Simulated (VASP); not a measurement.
# Sn2Ge3 (I4/mmm) in VASP: a series of runs

Sn2Ge3 is run at these levels: PBE; tasks: single point.

Program: VASP 6.6.1. These are calculated values, not measurements. Logs are shortened: lines on timing, memory, paths and dates and some standing lists are left out, and cuts for length are marked.

### 1 The cell of the first run

It takes space group I4/mmm (No. 139, tetragonal). Conventional cell: a = 3.288 Å, b = 3.288 Å, c = 21.042 Å, α = 90.00°, β = 90.00°, γ = 90.00°. Sn (site symmetry 4mm) has 9 Ge at 3.20 to 3.89 Å and 4 Sn at 3.29 Å within 4.2 Å. Ge (site symmetry 4/mmm) has 8 Sn at 3.20 Å and 4 Ge at 3.29 Å within 4.2 Å. Within 3.9 Å of Ge (site symmetry 4mm) lie 8 Ge at 2.86 to 3.29 Å and 5 Sn at 3.22 to 3.89 Å.

### 2 Single point, PBE

The input, INCAR:

```
SYSTEM = Sn2Ge3
ALGO = Normal
EDIFF = 1E-6
ENCUT = 520
GGA = PE
ISIF = 2
ISMEAR = 0
LASPH = .True.
LCHARG = .True.
LELF = .True.
LREAL = .False.
LVHAR = .True.
LWAVE = .False.
NBANDS = 43
NELM = 60
PREC = Accurate
SIGMA = 0.1
```

The input, KPOINTS:

```
k-points
0
Gamma
  8 8 8
  0 0 0
```

The input, POSCAR:

```
Sn2Ge3
1.0
   -1.6441377596      1.6441377596     10.5211874457
    1.6441377596     -1.6441377596     10.5211874457
    1.6441377596      1.6441377596    -10.5211874457
Sn Ge
2 3
Direct
    0.3953220648      0.3953220648      0.0000000000
    0.6046779352      0.6046779352      0.0000000000
    0.0000000000      0.0000000000      0.0000000000
    0.7896657389      0.7896657389      0.0000000000
    0.2103342611      0.2103342611      0.0000000000
```

Potentials or basis: VASP PAW PBE potentials, release 64 (Sn_d, Ge_d).

Launch:

```sh
> cat potpaw_PBE.64/Sn_d/POTCAR potpaw_PBE.64/Ge_d/POTCAR > POTCAR
> mpirun -np 1 vasp_std > vasp.out
```

OUTCAR:

```text
SYSTEM = Sn2Ge3
   EDIFF = 1E-6
   ENCUT = 520
   GGA = PE
   ISIF = 2
   ISMEAR = 0
   LASPH = .True.
   LREAL = .False.
   NELM = 60
   PREC = Accurate

 ion  position               nearest neighbor table
   1  0.395  0.395  0.000-   3 3.20   3 3.20   3 3.20   3 3.20   4 3.22   4 3.22   4 3.22   4 3.22

   2  0.605  0.605  0.000-   3 3.20   3 3.20   3 3.20   3 3.20   5 3.22   5 3.22   5 3.22   5 3.22

   3  0.000  0.000  0.000-   2 3.20   2 3.20   2 3.20   1 3.20   2 3.20   1 3.20   1 3.20   1 3.20

   4  0.790  0.790  0.000-   5 2.86   5 2.86   5 2.86   5 2.86   1 3.22   1 3.22   1 3.22   1 3.22

   5  0.210  0.210  0.000-   4 2.86   4 2.86   4 2.86   4 2.86   2 3.22   2 3.22   2 3.22   2 3.22

  LATTYP: Found a body centered tetragonal cell.
 ALAT       =     3.2882755192
 C/A-ratio  =     6.3992128301

  Lattice vectors:

 A1 = (  -1.6441377596,   1.6441377596,  10.5211874457)
 A2 = (   1.6441377596,  -1.6441377596,  10.5211874457)
 A3 = (   1.6441377596,   1.6441377596, -10.5211874457)

Analysis of symmetry for initial positions (statically):
=====================================================================
 Subroutine PRICEL returns:
 Original cell was already a primitive cell.

 Routine SETGRP: Setting up the symmetry group for a
 body centered tetragonal supercell.

 Subroutine GETGRP returns: Found 16 space group operations
 (whereof 16 operations were pure point group operations)
 out of a pool of 16 trial point group operations.

The static configuration has the point symmetry D_4h.

Analysis of symmetry for dynamics (positions and initial velocities):
=====================================================================
 Subroutine PRICEL returns:
 Original cell was already a primitive cell.

 Routine SETGRP: Setting up the symmetry group for a
 body centered tetragonal supercell.

 Subroutine GETGRP returns: Found 16 space group operations
 (whereof 16 operations were pure point group operations)
 out of a pool of 16 trial point group operations.

The dynamic configuration has the point symmetry D_4h.

 Subroutine INISYM returns: Found 16 space group operations
 (whereof 16 operations are pure point group operations),
 and found     1 'primitive' translations

----------------------------------------------------------------------------------------

                                     Primitive cell

[... 91 lines left out ...]
   LNONCOLLINEAR =      F non collinear calculations
   LSORBIT =      F    spin-orbit coupling
   LASPH  =      T    aspherical Exc in radial PAW
   ENCUT  =  520.0 eV  38.22 Ry    6.18 a.u.  20.03 20.03 20.03*2*pi/ulx,y,z
   NELM   =     60;   NELMIN=  2; NELMDL= -5     # of ELM steps
   EDIFF  = 0.1E-05   stopping-criterion for ELM
   LREAL  =      F    real-space projection
   EDIFFG = 0.1E-04   stopping-criterion for IOM
   NSW    =      0    number of steps for IOM
   IBRION =     -1    ionic relax: 0-MD 1-quasi-New 2-CG
   NFREE  =      0    steps in history (QN), initial steepest desc. (CG)
   ISIF   =      2    stress and relaxation
   ISYM   =      2    0-nonsym 1-usesym 2-fastsym
   POTIM  = 0.5000    time-step for ionic-motion
   TEBEG  =    0.0;   TEEND  =   0.0 temperature during run
   PSTRESS=    0.0 pullay stress
   NELECT =      70.0000    total number of electrons
   NUPDOWN=      -1.0000    fix difference up-down
   EMIN   =  10.00;   EMAX   =-10.00  energy-range for DOS
   EFERMI =   0.00;   METHOD = LEGACY
   ISMEAR =     0;   SIGMA  =   0.10  broadening in eV -4-tet -1-fermi 0-gaus
   EFERMI_NEDOS =   21; number of points for ismear=-14 and -15
   IALGO  =     38    algorithm
   IMIX   =      4    mixing-type and parameters
     AMIX     =   0.40;   BMIX     =  1.00
     AMIX_MAG =   1.60;   BMIX_MAG =  1.00
  volume/ion in A,a.u.               =      22.75       153.54
  Fermi-wavevector in a.u.,A,eV,Ry     =   1.392431  2.631314 26.379861  1.938865
  Thomas-Fermi vector in A             =   2.516175
   LORBIT       =      0    0 simple, 1 ext, 2 COOP (PROOUT), +10 PAW based schemes
   GGA     = PE    functional components
   LHFCALC =     F    Hartree Fock is set to
   AEXX    =    0.0000 exact exchange contribution
   IVDW    =     0    specifies the selected vdW correction
   LEPSILON=     F    determine dielectric tensor
   LRPA    =     F    only Hartree local field effects (RPA)
 non-spin polarized calculation
 Gauss-broadening in eV      SIGMA  =   0.10
  energy-cutoff  :      520.00
  volume of cell :      113.76
 maximum number of plane-waves:      3100
   NGX = 41   NGY = 41   NGZ = 41

 number of electron      70.0000008 magnetization

 Free energy of the ion-electron system (eV)
  ---------------------------------------------------
  ext. energy  EPLUGINS =         0.00000000
  ---------------------------------------------------
  free energy    TOTEN  =       -20.10991055 eV

  energy without entropy =      -20.10174571  energy(sigma->0) =      -20.10582813

 E-fermi :   7.2464     XC(G=0): -10.7265

 val. band max:        7.2309387341   @ k =  -0.3750   0.5000   0.1250
 cond. band min:       7.2681350451   @ k =  -0.1250   0.5000   0.1250
 fundamental gap:      0.0371963111
 Fermi energy:         7.2464056723

 k-point     1 :       0.0000    0.0000    0.0000
  band No.  band energies     occupation
      1     -17.6400      2.00000
      2     -17.6078      2.00000
      3     -17.6027      2.00000
      4     -17.5994      2.00000
      5     -17.5994      2.00000
      6     -17.5654      2.00000
[... 1093 lines left out ...]
     42      10.0831      0.00000
     43      10.7862      0.00000

 [... further k-points ...]
[... 5 lines left out ...]
  --------------------------------------------------------------------------------------
  -------------------------------------------------------------------------------------
  Total        0.1431666      0.1431666      0.0516335      0.0000000      0.0000000      0.0000000
  in kB        2.0162813      2.0162813      0.7271779      0.0000000      0.0000000      0.0000000
  external PRESSURE =       1.5865802 kB  Pullay stress =       0.0000000 kB

 VOLUME and BASIS-vectors are now :
 -----------------------------------------------------------------------------
  energy-cutoff  :      520.00
  volume of cell :      113.76
      direct lattice vectors                 reciprocal lattice vectors
    -1.644137760  1.644137760 10.521187446     0.000000000  0.304110770  0.047523153
     1.644137760 -1.644137760 10.521187446     0.304110770  0.000000000  0.047523153
     1.644137760  1.644137760-10.521187446     0.304110770  0.304110770  0.000000000

 POSITION                                       TOTAL-FORCE (eV/Angst)
 -----------------------------------------------------------------------------------
      0.00000      0.00000      8.31852        -0.000000     -0.000000     -0.010177
      0.00000      0.00000     12.72386        -0.000000     -0.000000      0.010177
      0.00000      0.00000      0.00000         0.000000      0.000000      0.000000
      0.00000      0.00000     16.61644         0.000000      0.000000     -0.001858
      0.00000      0.00000      4.42593         0.000000      0.000000      0.001858
 -----------------------------------------------------------------------------------
    total drift:                                0.000000      0.000000     -0.000000

  FREE ENERGIE OF THE ION-ELECTRON SYSTEM (eV)
  ---------------------------------------------------
  free  energy   TOTEN  =       -20.1099105458 eV

  energy  without entropy=      -20.1017457058  energy(sigma->0) =      -20.10582813
```

It took 35 min on 1 thread of Intel Xeon Platinum 8259CL at 2.50GHz (Skylake/Cascade Lake), shared host; peak memory 1 GiB.

What came out:

```
Free energy            : -20.1099 eV
Pressure               : 0.2 GPa
Largest force          : 0.010 eV/Å
Band gap on the k mesh : zero (bands 35 and 36 overlap by 4.22 eV)
```

Forces on the atoms (eV/Å):
```
Sn   0.000  0.000 -0.010
Sn   0.000  0.000  0.010
Ge   0.000  0.000  0.000
Ge   0.000  0.000 -0.002
Ge   0.000  0.000  0.002
```

Levels at points of the mesh, in eV from the Fermi level:
```csv
k point,band 33,band 34,band 35,band 36,band 37,band 38
"(0.00, 0.00, 0.00)",1.05,1.05,1.98,1.98,3.69,4.50
"(0.50, 0.00, 0.00)",-3.61,-1.25,-1.12,1.79,2.17,4.05
"(0.50, 0.50, 0.00)",-3.62,-3.00,-2.43,-1.18,-0.66,-0.56
"(0.50, 0.50, 0.50)",0.97,1.82,2.33,2.33,2.46,3.44
```

Caveat: spin-orbit coupling is left out, which moves the levels of the heavy elements.

[end of part 1 of 2]

The gap in the log of VASP goes by the Fermi energy; the results here count the filled bands.